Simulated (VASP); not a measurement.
# CoH4 (R-3m) in VASP: further runs

Runs on CoH4. Level: PBE. Tasks: single point, relaxation of cell and atoms.

All numbers are computed with VASP 6.6.1; they aren't measurements. Logs are shortened: lines on timing, memory, paths and dates and some standing lists are left out, and cuts for length are marked.

### 1 The cell of the first run

Symmetry: R-3m, No. 166, trigonal system. Conventional cell: a = 2.561 Å, b = 2.561 Å, c = 14.670 Å, α = 90.00°, β = 90.00°, γ = 120.00°. Within 2.0 Å of Co (site symmetry -3m) lie 8 H at 1.53 to 1.75 Å. Within 2.1 Å of H (site symmetry 3m) lie 3 H at 1.59 Å and 3 Co at 1.75 Å. H (site symmetry 3m) has 1 Co at 1.53 Å and 3 H at 1.59 Å within 2.0 Å.

### 2 Single point, PBE

The input, INCAR:

```
SYSTEM = CoH4
PREC = Accurate ; ENCUT = 520
EDIFF = 1E-6 ; ISMEAR = 0
SIGMA = 0.1 ; LREAL = .FALSE.
LASPH = .TRUE. ; NELM = 80
ALGO = Normal ; ISIF = 2
LWAVE = .FALSE. ; LCHARG = .FALSE.
GGA = PE ; NBANDS = 14
```

The input, KPOINTS:

```
Automatic mesh
0
G
  12 12 12
  0 0 0
```

The input, POSCAR:

```
CoH4
1.0
    1.2807291594      0.7394293249      4.8900202383
   -1.2807291594      0.7394293249      4.8900202383
    0.0000000000     -1.4788586498      4.8900202383
Co H
1 4
Direct
    0.0000000000      0.0000000000      0.0000000000
    0.6025678695      0.6025678695      0.6025678695
    0.1040561817      0.1040561817      0.1040561817
    0.8959438183      0.8959438183      0.8959438183
    0.3974321305      0.3974321305      0.3974321305
```

Potentials or basis: VASP PAW PBE potentials, release 64 (Co, H).

Launch:

```
$ cat potpaw_PBE.64/Co/POTCAR potpaw_PBE.64/H/POTCAR > POTCAR
$ mpirun -np 1 vasp_std > vasp.out
```

OUTCAR:

```text
SYSTEM = CoH4
   PREC = Accurate
   ENCUT = 520
   EDIFF = 1E-6
   ISMEAR = 0
   LREAL = .FALSE.
   LASPH = .TRUE.
   NELM = 80
   ISIF = 2
   GGA = PE

 ion  position               nearest neighbor table
   1  0.000  0.000  0.000-   3 1.53   4 1.53   2 1.75   5 1.75   2 1.75   2 1.75   5 1.75   5 1.75

   2  0.603  0.603  0.603-   1 1.75   1 1.75   1 1.75
   3  0.104  0.104  0.104-   1 1.53
   4  0.896  0.896  0.896-   1 1.53
   5  0.397  0.397  0.397-   1 1.75   1 1.75   1 1.75

  LATTYP: Found a trigonal (rhomboedric) cell.
 ALAT       =     5.1087494397
 COS(alpha) =     0.8743057576

  Lattice vectors:

 A1 = (   1.2807291594,   0.7394293249,   4.8900202383)
 A2 = (  -1.2807291594,   0.7394293249,   4.8900202383)
 A3 = (   0.0000000000,  -1.4788586498,   4.8900202383)

Analysis of symmetry for initial positions (statically):
=====================================================================
 Subroutine PRICEL returns:
 Original cell was already a primitive cell.

 Routine SETGRP: Setting up the symmetry group for a
 trigonal (rhombohedral) supercell.

 Subroutine GETGRP returns: Found 12 space group operations
 (whereof 12 operations were pure point group operations)
 out of a pool of 12 trial point group operations.

The static configuration has the point symmetry D_3d.

Analysis of symmetry for dynamics (positions and initial velocities):
=====================================================================
 Subroutine PRICEL returns:
 Original cell was already a primitive cell.

 Routine SETGRP: Setting up the symmetry group for a
 trigonal (rhombohedral) supercell.

 Subroutine GETGRP returns: Found 12 space group operations
 (whereof 12 operations were pure point group operations)
 out of a pool of 12 trial point group operations.

The dynamic configuration has the point symmetry D_3d.

 Subroutine INISYM returns: Found 12 space group operations
 (whereof 12 operations are pure point group operations),
 and found     1 'primitive' translations

----------------------------------------------------------------------------------------

                                     Primitive cell

  volume of cell :      27.7854

  direct lattice vectors                    reciprocal lattice vectors
     1.280729159  0.739429325  4.890020238     0.390402605  0.225399049  0.068166044
    -1.280729159  0.739429325  4.890020238    -0.390402605  0.225399049  0.068166044
     0.000000000 -1.478858650  4.890020238     0.000000000 -0.450798098  0.068166044

  length of vectors
     5.108749440  5.108749440  5.108749440     0.455922729  0.455922729  0.455922729
[... 99 lines left out ...]
   NUPDOWN=      -1.0000    fix difference up-down
   EMIN   =  10.00;   EMAX   =-10.00  energy-range for DOS
   EFERMI =   0.00;   METHOD = LEGACY
   ISMEAR =     0;   SIGMA  =   0.10  broadening in eV -4-tet -1-fermi 0-gaus
   EFERMI_NEDOS =   21; number of points for ismear=-14 and -15
   IALGO  =     38    algorithm
   IMIX   =      4    mixing-type and parameters
     AMIX     =   0.40;   BMIX     =  1.00
     AMIX_MAG =   1.60;   BMIX_MAG =  1.00
  volume/ion in A,a.u.               =       5.56        37.50
  Fermi-wavevector in a.u.,A,eV,Ry     =   1.270917  2.401686 21.976552  1.615231
  Thomas-Fermi vector in A             =   2.403879
   LORBIT       =      0    0 simple, 1 ext, 2 COOP (PROOUT), +10 PAW based schemes
   GGA     = PE    functional components
   LHFCALC =     F    Hartree Fock is set to
   AEXX    =    0.0000 exact exchange contribution
   IVDW    =     0    specifies the selected vdW correction
   LEPSILON=     F    determine dielectric tensor
   LRPA    =     F    only Hartree local field effects (RPA)
 non-spin polarized calculation
 Gauss-broadening in eV      SIGMA  =   0.10
  energy-cutoff  :      520.00
  volume of cell :       27.79
 maximum number of plane-waves:       761
 NGX is ok and might be reduce to    40
   NGX = 19   NGY = 19   NGZ = 19

 number of electron      13.0000002 magnetization

 Free energy of the ion-electron system (eV)
  ---------------------------------------------------
  ext. energy  EPLUGINS =         0.00000000
  ---------------------------------------------------
  free energy    TOTEN  =       -19.12788892 eV

  energy without entropy =      -19.11702700  energy(sigma->0) =      -19.12245796

 E-fermi :   3.0597     XC(G=0): -10.6023

 val. band max:        3.0594884487   @ k =  -0.3333   0.3333   0.2500
 cond. band min:       3.0697450752   @ k =  -0.4167   0.2500   0.1667
 fundamental gap:      0.0102566265
 Fermi energy:         3.0596869192

 k-point     1 :       0.0000    0.0000    0.0000
  band No.  band energies     occupation
      1      -7.8822      2.00000
      2      -3.7459      2.00000
      3      -1.3899      2.00000
      4       1.4231      2.00000
      5       1.4231      2.00000
      6       2.7091      2.00000
      7       2.7091      2.00000
      8       5.4175      0.00000
      9      11.3429      0.00000
     10      17.6068      0.00000
     11      20.9880      0.00000
     12      21.6084      0.00000
     13      25.1938      0.00000
     14      25.6310      0.00000
[... 377 lines left out ...]
      1      -2.6524      2.00000
      2      -1.5315      2.00000
      3      -0.7163      2.00000
      4       0.5101      2.00000
      5       1.9534      2.00000
      6       2.7218      2.00000
      7       4.0097      0.00000
      8       5.2066      0.00000
      9       7.4897      0.00000
     10      12.5869      0.00000
     11      12.6212      0.00000
     12      13.6868      0.00000
     13      14.9352      0.00000
     14      21.7025      0.00000

 [... further k-points ...]
[... 5 lines left out ...]
  --------------------------------------------------------------------------------------
  -------------------------------------------------------------------------------------
  Total       -0.0974317     -0.0974317     -0.0344523      0.0000000      0.0000000      0.0000000
  in kB       -5.6181724     -5.6181724     -1.9866114      0.0000000      0.0000000      0.0000000
  external PRESSURE =      -4.4076521 kB  Pullay stress =       0.0000000 kB

 VOLUME and BASIS-vectors are now :
 -----------------------------------------------------------------------------
  energy-cutoff  :      520.00
  volume of cell :       27.79
      direct lattice vectors                 reciprocal lattice vectors
     1.280729159  0.739429325  4.890020238     0.390402605  0.225399049  0.068166044
    -1.280729159  0.739429325  4.890020238    -0.390402605  0.225399049  0.068166044
     0.000000000 -1.478858650  4.890020238     0.000000000 -0.450798098  0.068166044

 POSITION                                       TOTAL-FORCE (eV/Angst)
 -----------------------------------------------------------------------------------
      0.00000      0.00000      0.00000        -0.000000      0.000000      0.000000
      0.00000      0.00000      8.83971         0.000000     -0.000000     -0.014708
      0.00000      0.00000      1.52651         0.000000      0.000000     -0.001575
      0.00000      0.00000     13.14355         0.000000     -0.000000      0.001575
      0.00000      0.00000      5.83035         0.000000      0.000000      0.014708
 -----------------------------------------------------------------------------------
    total drift:                               -0.000000     -0.000000     -0.000000

  FREE ENERGIE OF THE ION-ELECTRON SYSTEM (eV)
  ---------------------------------------------------
  free  energy   TOTEN  =       -19.1278889207 eV

  energy  without entropy=      -19.1170270009  energy(sigma->0) =      -19.12245796
```

OSZICAR:

```text
N       E                     dE             d eps       ncg     rms          rms(c)
DAV:   1     0.424031623420E+02    0.42403E+02   -0.54680E+03  5324   0.921E+02
DAV:   2    -0.190181739428E+02   -0.61421E+02   -0.55242E+02  5802   0.187E+02
DAV:   3    -0.215605709291E+02   -0.25424E+01   -0.25246E+01  6432   0.441E+01
DAV:   4    -0.215886391316E+02   -0.28068E-01   -0.28062E-01  6838   0.428E+00
DAV:   5    -0.215891856079E+02   -0.54648E-03   -0.54647E-03  6522   0.549E-01    0.164E+01
DAV:   6    -0.240561336369E+02   -0.24669E+01   -0.60568E+01  6240   0.999E+01    0.180E+01
DAV:   7    -0.193552632613E+02    0.47009E+01   -0.31792E+01  6360   0.693E+01    0.401E+00
DAV:   8    -0.191642127638E+02    0.19105E+00   -0.42392E-01  6516   0.804E+00    0.164E+00
DAV:   9    -0.191282690104E+02    0.35944E-01   -0.18177E-01  7138   0.476E+00    0.524E-01
DAV:  10    -0.191277706192E+02    0.49839E-03   -0.20233E-02  6470   0.177E+00    0.209E-01
DAV:  11    -0.191278374707E+02   -0.66852E-04   -0.28857E-03  6340   0.690E-01    0.995E-02
DAV:  12    -0.191278921903E+02   -0.54720E-04   -0.27759E-04  5980   0.181E-01    0.233E-02
DAV:  13    -0.191278892572E+02    0.29330E-05   -0.21430E-05  7822   0.375E-02    0.807E-03
DAV:  14    -0.191278889207E+02    0.33656E-06   -0.27406E-06  4264   0.176E-02
   1 F= -.19127889E+02 E0= -.19122458E+02  d E =-.108619E-01
```

It took 6.2 min on 1 thread of Intel Xeon 8259CL, shared host; peak memory 0.28 GiB.

What came out:

```yaml
Free_energy: -19.1279 eV
Pressure: -0.4 GPa
Largest_force: 0.015 eV/Å
Band_gap_on_the_k_mesh: zero (an odd number of electrons rules out a gap without spin polarisation)
```

Forces in eV/Å, atoms in the order of the input:
```
Co   0.000  0.000  0.000
H    0.000  0.000 -0.015
H    0.000  0.000 -0.002
H    0.000  0.000  0.002
H    0.000  0.000  0.015
```

Levels at points of the mesh, in eV from the Fermi level:
| k point | band 4 | band 5 | band 6 | band 7 | band 8 | band 9 | band 10 | band 11 |
| --- | --- | --- | --- | --- | --- | --- | --- | --- |
| (0.00, 0.00, 0.00) | -1.64 | -1.64 | -0.35 | -0.35 | 2.36 | 8.28 | 14.55 | 17.93 |
| (0.50, 0.00, 0.00) | -2.87 | -0.77 | -0.16 | 0.18 | 2.06 | 4.80 | 9.62 | 10.81 |
| (0.50, 0.50, 0.00) | -2.95 | -1.44 | -0.76 | 0.18 | 2.19 | 5.34 | 9.14 | 10.65 |
| (0.50, 0.50, 0.50) | -1.64 | -1.64 | -0.35 | -0.35 | 4.12 | 7.17 | 13.95 | 14.73 |

Caveat: the run has no spin polarisation, though such a crystal can be magnetic. Spin polarisation is off, so any magnetic state and its effect on volume and gap are missing.

### 3 Relaxation of cell and atoms, PBE, collinear spin, ferromagnetic start

This run uses another cell than the first one, of 8.29 Å³/atom.

The input, INCAR:

```
ALGO     = Normal         # electronic algorithm
EDIFF    = 1E-7           # SCF threshold, eV
EDIFFG   = -0.08          # ionic threshold
ENCUT    = 600            # plane-wave cutoff, eV
GGA      = PE             # functional
IBRION   = 2              # ionic algorithm
ISIF     = 3              # what is computed and relaxed
ISMEAR   = 0              # smearing method
ISPIN    = 2              # spin polarisation
LASPH    = T              # aspherical terms in the spheres
LCHARG   = F              # write CHGCAR
LMAXMIX  = 4              # l up to which the mixer works
LORBIT   = 11             # projections on sites
LREAL    = F              # projectors in reciprocal space
LWAVE    = F              # write WAVECAR
MAGMOM   = 3 0 0 0 0      # initial moments
NELM     = 150            # most SCF steps
NSW      = 36             # ionic steps
PREC     = Accurate       # precision mode
SIGMA    = 0.15           # smearing width, eV
```

The input, KPOINTS:

```
k-points
0
Gamma
  4 4 4
```

The input, POSCAR:

```
CoH4
1.0
    1.8033755000      1.0411793300      3.6811248300
   -1.8033755000      1.0411793300      3.6811248300
    0.0000000000     -2.0823586700      3.6811248300
Co H
1 4
Direct
    0.0000000000      0.0000000000      0.0000000000
    0.6000000000      0.6000000000      0.6000000000
    0.2000000000      0.2000000000      0.2000000000
    0.8000000000      0.8000000000      0.8000000000
    0.4000000000      0.4000000000      0.4000000000
```

Potentials or basis: VASP PAW PBE potentials, release 64 (Co, H).

Launch:

```
$ cat potpaw_PBE.64/Co/POTCAR potpaw_PBE.64/H/POTCAR > POTCAR
$ mpirun -np 1 vasp_std > vasp.out
```

Wall time 26 min (1 thread of Intel Xeon 8259CL, shared host); peak memory 0.27 GiB.

It converged, with:

- Free energy: -19.1599 eV
- Relaxed volume: 5.41 Å³/atom
- Relaxed cell: a = 4.970 Å, b = 4.970 Å, c = 4.970 Å, α = 29.91°, β = 29.91°, γ = 29.91°
- Space group after relaxing (to 0.1 Å): R-3m (No. 166)
- Energy gained by relaxing: 942.2 meV/atom
- Ionic steps: 29
- Pressure after relaxing: -0.8 GPa
- Largest force after relaxing: 0.070 eV/Å
- Net moment: 0.00 μB per cell
- Valence electrons inside the program's atomic spheres: Co 8.67; H 0.50, 0.53 (each value once)

Forces in eV/Å, atoms in the order of the input:
```
Co   0.000  0.000  0.000
H    0.000  0.000  0.038
H    0.000  0.000  0.070
H    0.000  0.000 -0.070
H    0.000  0.000 -0.038
```

Stress tensor (GPa, compression positive):
```
-1.95  0.00  0.00
 0.00 -1.95  0.00
 0.00  0.00  1.63
```

The path:
| step | energy change (eV) | largest force (eV/Å) | pressure (GPa) | volume (Å³) |
| --- | --- | --- | --- | --- |
| 1 | 0.0000 | 0.7602 | -28.72 | 41.47 |
| 2 | -1.7811 | 0.7829 | -31.95 | 33.17 |
| 3 | -1.3320 | 1.3101 | 143.46 | 15.01 |
| 4 | -3.1379 | 0.5437 | -22.16 | 25.95 |
| 5 | -3.4389 | 0.4078 | 19.86 | 19.86 |
| 6 | -3.5249 | 0.4373 | -1.67 | 21.97 |
| 7 | -3.5296 | 0.4332 | 1.52 | 21.58 |
| 8 | -3.6074 | 0.4278 | 2.76 | 21.54 |
| 9 | -3.7023 | 0.5149 | 9.48 | 21.30 |
| 10 | -3.7686 | 0.6065 | 4.53 | 21.96 |
| 11 | -3.9266 | 0.8827 | -6.85 | 23.97 |
| 12 | -4.0557 | 0.9121 | -18.37 | 28.26 |
| 13 | -4.0579 | 0.9307 | -15.63 | 26.75 |
| 14 | -4.0909 | 0.9056 | -15.64 | 26.96 |
| 15 | -4.1838 | 0.8008 | -15.34 | 27.57 |
| 16 | -4.3473 | 0.3991 | -12.98 | 28.77 |
| 17 | -3.9028 | 3.3161 | 3.86 | 31.12 |
| 18 | -4.3750 | 0.1349 | -10.09 | 29.12 |
| 19 | -4.4440 | 0.1985 | -8.02 | 28.70 |
| 20 | -4.5681 | 0.3985 | -0.74 | 27.53 |
| 21 | -4.4306 | 1.0212 | 22.87 | 25.11 |
| 22 | -4.5846 | 0.5667 | 4.37 | 26.92 |
| 23 | -4.6385 | 0.4764 | 1.84 | 27.02 |
| 24 | -4.6482 | 0.4394 | 0.56 | 27.08 |
| 25 | -4.6687 | 0.3429 | -0.39 | 27.18 |
| 26 | -4.7016 | 0.2134 | -3.28 | 27.46 |
| 27 | -4.7024 | 0.1989 | -3.78 | 27.51 |
| 28 | -4.7104 | 0.1488 | 0.14 | 26.90 |
| 29 | -4.7110 | 0.0700 | -0.76 | 27.03 |

Final structure:
```xyz
5
Lattice="1.2824 0.7404 4.7444 -1.2824 0.7404 4.7444 0.0000 -1.4808 4.7444" Properties=species:S:1:pos:R:3 pbc="T T T"
Co    0.0000    0.0000    0.0000
H     0.0000    0.0000    8.5424
H     0.0000    0.0000    1.5222
H     0.0000    0.0000   12.7111
H     0.0000    0.0000    5.6909
```

Levels at points of the mesh, in eV from the Fermi level:
Spin up:
```tsv
k point	band 4	band 5	band 6	band 7	band 8	band 9	band 10	band 11
(0.00, 0.00, 0.00)	-1.77	-1.77	-0.50	-0.50	2.34	8.51	14.27	18.49
(0.50, 0.00, 0.00)	-2.99	-0.91	-0.14	0.03	1.90	4.64	9.59	10.89
(0.50, 0.50, 0.00)	-3.08	-1.71	-0.90	0.04	2.03	5.24	9.06	10.64
(0.50, 0.50, 0.50)	-1.77	-1.77	-0.49	-0.49	4.25	7.57	14.22	14.53
```
Spin down:
| k point | band 5 | band 6 | band 7 | band 8 | band 9 | band 10 |
| --- | --- | --- | --- | --- | --- | --- |
| (0.00, 0.00, 0.00) | -1.77 | -0.50 | -0.50 | 2.34 | 8.51 | 14.27 |
| (0.50, 0.00, 0.00) | -0.91 | -0.14 | 0.04 | 1.90 | 4.64 | 9.59 |
| (0.50, 0.50, 0.00) | -1.71 | -0.90 | 0.04 | 2.03 | 5.24 | 9.06 |
| (0.50, 0.50, 0.50) | -1.77 | -0.49 | -0.49 | 4.25 | 7.58 | 14.22 |

Caveat: the k points lie up to 0.72 Å⁻¹ apart in the final cell; the volume moved by over 15 % at a fixed basis, so the end points are rough; the moments typed at the start vanished in this run; the relaxation stopped at a loose force limit of 0.08 eV/Å, so its end isn't a converged minimum.

### 4 Relaxation of cell and atoms, PBE

This run uses another cell than the first one, of 5.43 Å³/atom.

The input, INCAR:

```
SYSTEM = CoH4
PREC = Accurate ; ENCUT = 600
EDIFF = 1E-6 ; ISMEAR = 0
SIGMA = 0.1 ; LREAL = .FALSE.
LASPH = .TRUE. ; NELM = 60
ALGO = Normal ; ISIF = 3
LWAVE = .FALSE. ; LCHARG = .FALSE.
GGA = PE ; IBRION = 2
NSW = 100 ; EDIFFG = -0.01
```

The input, KPOINTS:

```
regular mesh
0
G
  12 12 12
  0 0 0
```

The input, POSCAR:

```
CoH4
1.0
    1.2822269294      0.7402940629      4.7642472243
   -1.2822269294      0.7402940629      4.7642472243
    0.0000000000     -1.4805881257      4.7642472243
Co H
1 4
Direct
    0.0000000000      0.0000000000      0.0000000000
    0.6018024326      0.6018024326      0.6018024326
    0.1069392542      0.1069392542      0.1069392542
    0.8930607458      0.8930607458      0.8930607458
    0.3981975674      0.3981975674      0.3981975674
```

Launch:

```
$ cat potpaw_PBE.64/Co/POTCAR potpaw_PBE.64/H/POTCAR > POTCAR
$ mpirun -np 1 vasp_std > vasp.out
```

It took 11 min on 1 thread of Intel Xeon 8259CL, shared host; peak memory 0.31 GiB.

The run converged. Its results:

```
Free energy                           : -19.1284 eV
Relaxed volume                        : 5.42 Å³/atom
Relaxed cell                          : a = 5.002 Å, b = 5.002 Å, c = 5.002 Å, α = 29.63°, β = 29.63°, γ = 29.63°
Space group after relaxing (to 0.1 Å) : R-3m (No. 166)
Energy gained by relaxing             : 0.2 meV/atom
Ionic steps                           : 5
Pressure after relaxing               : 0.1 GPa
Largest force after relaxing          : 0.010 eV/Å
Band gap on the k mesh                : zero (an odd number of electrons rules out a gap without spin polarisation)
```

Forces in eV/Å, atoms in the order of the input:
```
Co   0.000  0.000  0.000
H    0.000  0.000  0.010
H    0.000  0.000 -0.010
H    0.000  0.000  0.010
H    0.000  0.000 -0.010
```

Stress tensor (GPa, compression positive):
```
0.03 0.00 0.00
0.00 0.03 0.00
0.00 0.00 0.16
```

The path:
```tsv
step	energy change (eV)	largest force (eV/Å)	pressure (GPa)	volume (Å³)
1	0.0000	0.0509	-0.20	27.13
2	-0.0003	0.0416	0.07	27.11
3	-0.0008	0.0198	0.28	27.04
4	-0.0008	0.0202	0.33	27.02
5	-0.0009	0.0099	0.07	27.08
```

Final structure:
```yaml
crystal:
  lattice:
    - [1.27900, 0.73843, 4.77857]
    - [-1.27900, 0.73843, 4.77857]
    - [0.00000, -1.47686, 4.77857]
  atoms:
    - { symbol: Co, position: [0.00000, 0.00000, 0.00000] }
    - { symbol: H, position: [0.60092, 0.60092, 0.60092] }
    - { symbol: H, position: [0.10660, 0.10660, 0.10660] }
    - { symbol: H, position: [0.89340, 0.89340, 0.89340] }
    - { symbol: H, position: [0.39908, 0.39908, 0.39908] }
```

Levels at points of the mesh, in eV from the Fermi level:
| k point | band 5 | band 6 | band 7 | band 8 | band 9 | band 10 |
| --- | --- | --- | --- | --- | --- | --- |
| (0.00, 0.00, 0.00) | -1.65 | -0.36 | -0.36 | 2.36 | 8.51 | 14.51 |
| (0.50, 0.00, 0.00) | -0.78 | -0.09 | 0.18 | 2.03 | 4.77 | 9.65 |
| (0.50, 0.50, 0.00) | -1.60 | -0.77 | 0.18 | 2.17 | 5.37 | 9.13 |
| (0.50, 0.50, 0.50) | -1.65 | -0.36 | -0.36 | 4.20 | 7.50 | 14.31 |

Caveat: the run has no spin polarisation, though such a crystal can be magnetic. Spin polarisation is off, so any magnetic state and its effect on volume and gap are missing.

The gap in the log of VASP goes by the Fermi energy; the results here count the filled bands.